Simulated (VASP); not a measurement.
# ZnS (F-43m) in VASP: vibrations by perturbation theory with PBE

Aim: the vibrations by perturbation theory of ZnS with PBE.

Program: VASP 6.6.1. These are calculated values, not measurements. Logs are shortened: lines on timing, memory, paths and dates and some standing lists are left out, and cuts for length are marked.

## 1. The cell of the first run

Symmetry: F-43m, No. 216, cubic system. Conventional cell: a = 5.450 Å, b = 5.450 Å, c = 5.450 Å, α = 90.00°, β = 90.00°, γ = 90.00°. Within 3.1 Å of Zn (site symmetry -43m) lie 4 S at 2.36 Å. S (site symmetry -43m) has 4 Zn at 2.36 Å within 3.1 Å.

## 2. Vibrations by perturbation theory, PBE

The input, INCAR:

```
PREC = Accurate
ENCUT = 500
EDIFF = 1E-8
ISMEAR = 0
SIGMA = 0.01
LREAL = F
LASPH = T
NELM = 120
ALGO = Normal
ISIF = 2
LWAVE = F
LCHARG = T
GGA = PE
NBANDS = 16
IBRION = 8
NSW = 1
GGA_COMPAT = F
```

The input, KPOINTS:

```
regular mesh
0
Gamma
  3 3 3
```

The input, POSCAR:

```
ZnS
1.0
    0.0000000000      2.7250000000      2.7250000000
    2.7250000000      0.0000000000      2.7250000000
    2.7250000000      2.7250000000      0.0000000000
Zn S
1 1
Direct
    0.0000000000      0.0000000000      0.0000000000
    0.2500000000      0.2500000000      0.2500000000
```

Potentials or basis: VASP PAW PBE potentials, release 64 (Zn, S).

Started as:

```
cat potpaw_PBE.64/Zn/POTCAR potpaw_PBE.64/S/POTCAR > POTCAR
mpirun -np 1 vasp_std > vasp.out
```

OUTCAR:

```text
PREC = Accurate
   ENCUT = 500
   EDIFF = 1E-8
   ISMEAR = 0
   LREAL = F
   LASPH = T
   NELM = 120
   ISIF = 2
   GGA = PE
   IBRION = 8
   NSW = 1

 ion  position               nearest neighbor table
   1  0.000  0.000  0.000-   2 2.36   2 2.36   2 2.36   2 2.36
   2  0.250  0.250  0.250-   1 2.36   1 2.36   1 2.36   1 2.36

  LATTYP: Found a face centered cubic cell.
 ALAT       =     5.4500000000

  Lattice vectors:

 A1 = (   0.0000000000,   2.7250000000,   2.7250000000)
 A2 = (   2.7250000000,   0.0000000000,   2.7250000000)
 A3 = (   2.7250000000,   2.7250000000,   0.0000000000)

Analysis of symmetry for initial positions (statically):
[... 5 lines left out ...]
 face centered cubic supercell.

 Subroutine GETGRP returns: Found 24 space group operations
 (whereof 24 operations were pure point group operations)
 out of a pool of 48 trial point group operations.

The static configuration has the point symmetry T_d .

Analysis of symmetry for dynamics (positions and initial velocities):
[... 5 lines left out ...]
 face centered cubic supercell.

 Subroutine GETGRP returns: Found 24 space group operations
 (whereof 24 operations were pure point group operations)
 out of a pool of 48 trial point group operations.

The dynamic configuration has the point symmetry T_d .

 Subroutine INISYM returns: Found 24 space group operations
 (whereof 24 operations are pure point group operations),
 and found     1 'primitive' translations

----------------------------------------------------------------------------------------

                                     Primitive cell

  volume of cell :      40.4697

  direct lattice vectors                    reciprocal lattice vectors
     0.000000000  2.725000000  2.725000000    -0.183486239  0.183486239  0.183486239
     2.725000000  0.000000000  2.725000000     0.183486239 -0.183486239  0.183486239
     2.725000000  2.725000000  0.000000000     0.183486239  0.183486239 -0.183486239

  length of vectors
     3.853731957  3.853731957  3.853731957     0.317807488  0.317807488  0.317807488

  position of ions in fractional coordinates (direct lattice)
     0.000000000  0.000000000  0.000000000
[... 199 lines left out ...]

 VOLUME and BASIS-vectors are now :
 -----------------------------------------------------------------------------
  energy-cutoff  :      500.00
  volume of cell :       40.47
      direct lattice vectors                 reciprocal lattice vectors
     0.000000000  2.725000000  2.725000000    -0.183486239  0.183486239  0.183486239
     2.725000000  0.000000000  2.725000000     0.183486239 -0.183486239  0.183486239
     2.725000000  2.725000000  0.000000000     0.183486239  0.183486239 -0.183486239

 POSITION                                       TOTAL-FORCE (eV/Angst)
 -----------------------------------------------------------------------------------
      0.00000      0.00000      0.00000        -0.000000      0.000000     -0.000000
      1.36250      1.36250      1.36250         0.000000     -0.000000      0.000000
 -----------------------------------------------------------------------------------
    total drift:                                0.000000      0.000000      0.000000

  FREE ENERGIE OF THE ION-ELECTRON SYSTEM (eV)
  ---------------------------------------------------
  free  energy   TOTEN  =        -6.6410176582 eV

  energy  without entropy=       -6.6410176582  energy(sigma->0) =       -6.64101766

[... ionic steps 2 to 3 ...]

--------------------------------------- Ionic step        4  -------------------------------------------

------------------------ aborting loop because EDIFF is reached ----------------------------------------

[... ionic steps 5 to 6 ...]

--------------------------------------- Ionic step        7  -------------------------------------------

 Free energy of the ion-electron system (eV)
  ---------------------------------------------------
  ---------------------------------------------------
  free energy    TOTEN  =        -0.10668189 eV

  energy without entropy =       -0.10668189

------------------------ aborting loop because EDIFF is reached ----------------------------------------

 INTERNAL STRAIN TENSOR  FOR ION    2  DIRECTION 1   (eV/Angst):
 -----------------------------------------------------------------------------
     0.03015  0.00000  0.00000
     0.00000 -0.00749 -4.50743
     0.00000 -4.50743 -0.00749

 INTERNAL STRAIN TENSOR FOR ION    2 for displacements in x,y,z  (eV/Angst):
          X           Y           Z          XY          YZ          ZX
  --------------------------------------------------------------------------------
  x     0.00000     0.00000     0.00000     0.00000    -4.50743    -0.00000
  y     0.00000     0.00000     0.00000     0.00000     0.00000    -4.50743
  z     0.00000     0.00000     0.00000    -4.50743    -0.00000     0.00000

 SECOND DERIVATIVES (NOT SYMMETRIZED)
 ------------------------------------
               1X          1Y          1Z          2X          2Y          2Z
  1X    -5.229549    0.000000    0.000000    5.229549    0.000000    0.000000
  1Y     0.000000   -5.229549    0.000000    0.000000    5.229549    0.000000
  1Z     0.000000    0.000000   -5.229549    0.000000    0.000000    5.229549
  2X     5.320065    0.000000    0.000000   -5.320065    0.000000    0.000000
  2Y     0.000000    5.320065    0.000000    0.000000   -5.320065    0.000000
  2Z     0.000000    0.000000    5.320065    0.000000    0.000000   -5.320065

 Eigenvectors and eigenvalues of the dynamical matrix
 ----------------------------------------------------

   1 f  =    7.752109 THz    48.707938 2PiTHz  258.582525 cm-1    32.060133 meV
             X         Y         Z           dx          dy          dz
      0.000000  0.000000  0.000000     0.000000    0.570315    0.000000
      1.362500  1.362500  1.362500     0.000000   -0.821426    0.000000
[... 21 lines left out ...]
   6 f/i=    0.031160 THz     0.195784 2PiTHz    1.039388 cm-1     0.128868 meV
             X         Y         Z           dx          dy          dz
      0.000000  0.000000  0.000000     0.000000    0.000000    0.821426
      1.362500  1.362500  1.362500     0.000000    0.000000    0.570315

--------------------------------------------------------------------------------------------------------

 ELASTIC MODULI CONTR FROM IONIC RELAXATION (kBar)
 Direction    XX          YY          ZZ          XY          YZ          ZX
 --------------------------------------------------------------------------------
 XX          -0.0000      0.0000      0.0000     -0.0000      0.0000     -0.0000
 YY           0.0000     -0.0000     -0.0000     -0.0000     -0.0000     -0.0000
 ZZ           0.0000     -0.0000     -0.0000      0.0000     -0.0000     -0.0000
 XY          -0.0000     -0.0000      0.0000   -152.4847      0.0000      0.0000
 YZ           0.0000     -0.0000     -0.0000      0.0000   -152.4847      0.0000
 ZX          -0.0000     -0.0000     -0.0000      0.0000      0.0000   -152.4847
 --------------------------------------------------------------------------------
```

stdout:

```text
POSCAR found type information on POSCAR ZnS
 POSCAR found :  2 types and       2 ions
 scaLAPACK will be used
 LDA part: xc-table for (Slater+PW92), standard interpolation
 POSCAR, INCAR and KPOINTS ok, starting setup
 FFT: planning ... GRIDC
 FFT: planning ... GRID_SOFT
 FFT: planning ... GRID
 WAVECAR not read
 entering main loop
 Linear response reoptimize wavefunctions to high precision
 Linear response DOF=           2
 Linear response progress:
 first order change of Fermi-energy  -0.82517E-02
 force on displaced ion       1 direction 1 :  -5.230   0.000   0.000
 Linear response progress:
 first order change of Fermi-energy   0.10448E-01
 force on displaced ion       2 direction 1 :  -5.320  -0.000  -0.000
 Linear response finished
```

It took 81 s on 1 thread of Intel Xeon 8259CL, shared host; peak memory 0.17 GiB.

Results:

| Item | Value |
| --- | --- |
| Highest phonon frequency at Γ, LO-TO splitting left out | 259 cm⁻¹ |

Phonon frequencies in cm⁻¹ (negative: imaginary):
| q point | frequencies |
| --- | --- |
| (0.000, 0.000, 0.000) | -1 -1 -1 259 259 259 |

Caveat: the k points lie up to 0.67 Å⁻¹ apart; the cell wasn't relaxed at this level first, which shifts response properties.
